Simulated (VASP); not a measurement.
# AlCo in VASP: a series of runs, part 2 of 2

VASP 6.6.1. Earlier steps stand in the parts before.

## Step 4: Single point, PBEsol (uniaxial strain along a: +3.0 %)

INCAR

```
  PREC = Accurate
  ENCUT = 520
  EDIFF = 1E-7
  ISMEAR = 0
  SIGMA = 0.1
  LREAL = False
  LASPH = True
  NELM = 80
  ALGO = Fast
  ISIF = 2
  LWAVE = False
  LCHARG = False
  GGA = PS
  NBANDS = 13
```

KPOINTS

```
Automatic mesh
0
Gamma
  18 18 18
```

POSCAR

```
AlCo
1.0
    2.9072631018      0.0000000000      0.0000000000
    0.0000000000      2.8014161442      0.0000000000
    0.0000000000      0.0000000000      2.8014161442
Al Co
1 1
Direct
    0.0000000000      0.0000000000      0.0000000000
    0.5000000000      0.5000000000      0.5000000000
```

Potentials or basis: VASP PAW PBE potentials, release 64 (Al, Co).

The run is started by

```bash
cat potpaw_PBE.64/Al/POTCAR potpaw_PBE.64/Co/POTCAR > POTCAR
mpirun -np 1 vasp_std > vasp.out
```

OUTCAR:

```text
PREC = Accurate
   ENCUT = 520
   EDIFF = 1E-7
   ISMEAR = 0
   LREAL = False
   LASPH = True
   NELM = 80
   ISIF = 2
   GGA = PS

 ion  position               nearest neighbor table
   1  0.000  0.000  0.000-   2 2.46   2 2.46   2 2.46   2 2.46   2 2.46   2 2.46   2 2.46   2 2.46

   2  0.500  0.500  0.500-   1 2.46   1 2.46   1 2.46   1 2.46   1 2.46   1 2.46   1 2.46   1 2.46

  LATTYP: Found a simple tetragonal cell.
 ALAT       =     2.8014161442
 C/A-ratio  =     1.0377833753

  Lattice vectors:

 A1 = (   0.0000000000,   2.8014161442,   0.0000000000)
 A2 = (   0.0000000000,   0.0000000000,   2.8014161442)
 A3 = (   2.9072631018,   0.0000000000,   0.0000000000)

Analysis of symmetry for initial positions (statically):
=====================================================================
 Subroutine PRICEL returns:
 Original cell was already a primitive cell.

 Routine SETGRP: Setting up the symmetry group for a
 simple tetragonal supercell.

 Subroutine GETGRP returns: Found 16 space group operations
 (whereof 16 operations were pure point group operations)
 out of a pool of 16 trial point group operations.

[... 178 lines left out ...]
      6       9.9031      2.00000
      7      15.7883      0.00000
      8      17.1354      0.00000
      9      17.1354      0.00000
     10      19.2712      0.00000
     11      19.5791      0.00000
     12      26.1137      0.00000
     13      32.1533      0.00000
[... 354 lines left out ...]
  band No.  band energies     occupation
      1       0.2148      2.00000
      2       7.4814      2.00000
      3       7.7510      2.00000
      4       9.3656      2.00000
      5       9.5635      2.00000
      6       9.8114      2.00000
      7      13.3880      0.00000
      8      15.8362      0.00000
      9      18.1205      0.00000
     10      20.5054      0.00000
     11      22.8284      0.00000
     12      26.8328      0.00000
     13      28.0923      0.00000

 [... further k-points ...]

------------------------ aborting loop because EDIFF is reached ----------------------------------------

  FORCE on cell =-STRESS in cart. coord.  units (eV):
  Direction    XX          YY          ZZ          XY          YZ          ZX
  --------------------------------------------------------------------------------------
  -------------------------------------------------------------------------------------
  Total       -0.8414641     -0.1073425     -0.1073425      0.0000000      0.0000000      0.0000000
  in kB      -59.0889944     -7.5377642     -7.5377642      0.0000000      0.0000000      0.0000000
  external PRESSURE =     -24.7215076 kB  Pullay stress =       0.0000000 kB

 VOLUME and BASIS-vectors are now :
 -----------------------------------------------------------------------------
  energy-cutoff  :      520.00
  volume of cell :       22.82
      direct lattice vectors                 reciprocal lattice vectors
     2.907263102  0.000000000  0.000000000     0.343966117  0.000000000  0.000000000
     0.000000000  2.801416144  0.000000000     0.000000000  0.356962318  0.000000000
     0.000000000  0.000000000  2.801416144     0.000000000  0.000000000  0.356962318

 POSITION                                       TOTAL-FORCE (eV/Angst)
 -----------------------------------------------------------------------------------
      0.00000      0.00000      0.00000         0.000000      0.000000      0.000000
      1.45363      1.40071      1.40071         0.000000      0.000000      0.000000
 -----------------------------------------------------------------------------------
    total drift:                                0.000000     -0.000000     -0.000000

  FREE ENERGIE OF THE ION-ELECTRON SYSTEM (eV)
  ---------------------------------------------------
  free  energy   TOTEN  =       -13.0709352071 eV

  energy  without entropy=      -13.0657391801  energy(sigma->0) =      -13.06833719
```

OSZICAR:

```text
N       E                     dE             d eps       ncg     rms          rms(c)
DAV:   1     0.354449687376E+02    0.35445E+02   -0.52654E+03 14555   0.977E+02
DAV:   2    -0.133376034783E+02   -0.48783E+02   -0.44310E+02 14990   0.172E+02
DAV:   3    -0.149555999176E+02   -0.16180E+01   -0.16064E+01 17445   0.365E+01
DAV:   4    -0.149797582170E+02   -0.24158E-01   -0.24151E-01 16752   0.402E+00
DAV:   5    -0.149805744191E+02   -0.81620E-03   -0.81619E-03 18050   0.804E-01    0.134E+01
RMM:   6    -0.179828792160E+02   -0.30023E+01   -0.18144E+01 16989   0.551E+01    0.192E+01
RMM:   7    -0.131047376088E+02    0.48781E+01   -0.53652E+00 15263   0.287E+01    0.268E+00
RMM:   8    -0.130843980886E+02    0.20340E-01   -0.40273E-02 15760   0.161E+00    0.122E+00
RMM:   9    -0.130933540239E+02   -0.89559E-02   -0.50356E-02 17344   0.194E+00    0.132E+00
RMM:  10    -0.130709842090E+02    0.22370E-01   -0.21107E-02 16689   0.195E+00    0.148E-01
RMM:  11    -0.130711340886E+02   -0.14988E-03   -0.11720E-03 18870   0.231E-01    0.154E-01
RMM:  12    -0.130709269110E+02    0.20718E-03   -0.40986E-04 19742   0.179E-01    0.273E-02
RMM:  13    -0.130709378873E+02   -0.10976E-04   -0.10602E-04 19401   0.698E-02    0.324E-02
RMM:  14    -0.130709348111E+02    0.30762E-05   -0.18291E-05 21042   0.350E-02    0.790E-03
RMM:  15    -0.130709356938E+02   -0.88266E-06   -0.47282E-06 20946   0.147E-02    0.815E-03
RMM:  16    -0.130709352299E+02    0.46391E-06   -0.72393E-07 17770   0.709E-03    0.194E-03
RMM:  17    -0.130709352071E+02    0.22752E-07   -0.26628E-07 14193   0.362E-03
   1 F= -.13070935E+02 E0= -.13068337E+02  d E =-.519603E-02
```

Wall time 1.9 min (1 thread of Intel Xeon Platinum 8259CL at 2.50GHz (Skylake/Cascade Lake), shared host); peak memory 0.28 GiB.

What came out:

* Free energy: -13.0709 eV
* Pressure: -2.5 GPa
* Band gap on the k mesh: zero (band 6 reaches 12.92 eV, above the bottom of band 7 at 10.33 eV)

Levels at points of the mesh, in eV from the Fermi level:
| k point | band 3 | band 4 | band 5 | band 6 | band 7 | band 8 | band 9 | band 10 |
| --- | --- | --- | --- | --- | --- | --- | --- | --- |
| (0.00, 0.00, 0.00) | -2.96 | -0.82 | -0.82 | -0.68 | 5.20 | 6.55 | 6.55 | 8.68 |
| (0.50, 0.00, 0.00) | -2.43 | -1.59 | -1.59 | -0.59 | 0.00 | 8.50 | 11.07 | 11.07 |
| (0.00, 0.50, 0.00) | -2.37 | -1.85 | -1.58 | -0.69 | 0.34 | 8.45 | 9.94 | 11.18 |
| (0.50, 0.50, 0.00) | -2.84 | -2.62 | -1.41 | -1.38 | -0.25 | 2.40 | 3.52 | 13.31 |
| (0.00, 0.50, 0.50) | -2.47 | -2.47 | -1.59 | -1.59 | -0.12 | 2.73 | 3.87 | 12.38 |
| (0.50, 0.50, 0.50) | -3.93 | -0.23 | -0.10 | 2.34 | 2.47 | 2.47 | 4.34 | 5.36 |

Caveat: the cell differs from its parent crystal (uniaxial strain along a: +3.0 %); the PAW data sets were made with another functional, which shifts forces and pressure a little.

## Step 5: Single point, PBEsol

This run uses another cell than the first one, of 11.24 Å³/atom, 0.943 times its volume.

INCAR

```
PREC     = Accurate       # precision mode
ENCUT    = 520            # plane-wave cutoff, eV
EDIFF    = 1E-6           # SCF threshold, eV
ISMEAR   = 0              # smearing method
SIGMA    = 0.1            # smearing width, eV
LREAL    = F              # projectors in reciprocal space
LASPH    = T              # aspherical terms in the spheres
NELM     = 60             # most SCF steps
ALGO     = Normal         # electronic algorithm
ISIF     = 2              # what is computed and relaxed
LWAVE    = F              # write WAVECAR
LCHARG   = T              # write CHGCAR
GGA      = PS             # functional
LELF     = T              # ELF
LVHAR    = T            
NBANDS   = 13             # bands
```

KPOINTS

```
Automatic mesh
0
Gamma
  12 12 12
```

POSCAR

```
AlCo
1.0
    2.8225855368      0.0000000000      0.0000000000
    0.0000000000      2.8225855368      0.0000000000
    0.0000000000      0.0000000000      2.8225855368
Al Co
1 1
Direct
    0.0000000000      0.0000000000      0.0000000000
    0.5000000000      0.5000000000      0.5000000000
```

The run is started by

```bash
cat potpaw_PBE.64/Al/POTCAR potpaw_PBE.64/Co/POTCAR > POTCAR
mpirun -np 1 vasp_std > vasp.out
```

Wall time 23 s (1 thread of Intel Xeon Platinum 8488C (Sapphire Rapids), shared host); peak memory 0.15 GiB.

It converged, with:

```yaml
Free_energy: -13.0832 eV
Pressure: 0.1 GPa
Band_gap_on_the_k_mesh: zero (band 6 reaches 13.20 eV, above the bottom of band 7 at 10.58 eV)
```

Levels at points of the mesh, in eV from the Fermi level:
```tsv
k point	band 3	band 4	band 5	band 6	band 7	band 8	band 9	band 10
(0.00, 0.00, 0.00)	-3.12	-0.86	-0.86	-0.86	6.10	6.10	6.10	8.87
(0.50, 0.00, 0.00)	-2.51	-1.77	-1.77	-0.74	0.17	8.45	10.74	10.74
(0.50, 0.50, 0.00)	-2.74	-2.74	-1.56	-1.56	-0.27	2.48	3.67	13.09
(0.50, 0.50, 0.50)	-4.07	-0.23	-0.23	2.36	2.36	2.36	4.41	5.52
```

Caveat: the PAW data sets were made with another functional, which shifts forces and pressure a little.

## Step 6: Summary

| cell | k mesh | smearing | gap on the mesh (eV) | pressure (GPa) |
| --- | --- | --- | --- | --- |
| a = 2.878 Å, 2 atoms | 14 × 14 × 14 | gaussian 0.1 eV | none | -9.9 |
| a = 2.823, b = 2.823, c = 8.468 Å, 6 atoms | 21 × 21 × 7 | gaussian 0.15 eV | none | 0.1 |
| a = 2.907, b = 2.801, c = 2.801 Å, 2 atoms | 18 × 18 × 18 | gaussian 0.1 eV | none | -2.5 |
| a = 2.823 Å, 2 atoms | 12 × 12 × 12 | gaussian 0.1 eV | none | 0.1 |

Alike in all rows: task single point; level PBEsol; potentials or basis VASP PAW PBE potentials, release 64 (Al, Co); no spin polarisation; cutoff (eV) 520.

Caveats: the PAW data sets were made with another functional, which shifts forces and pressure a little.

Total energies depend on the potentials used, so only differences within one code and one set of settings carry meaning.
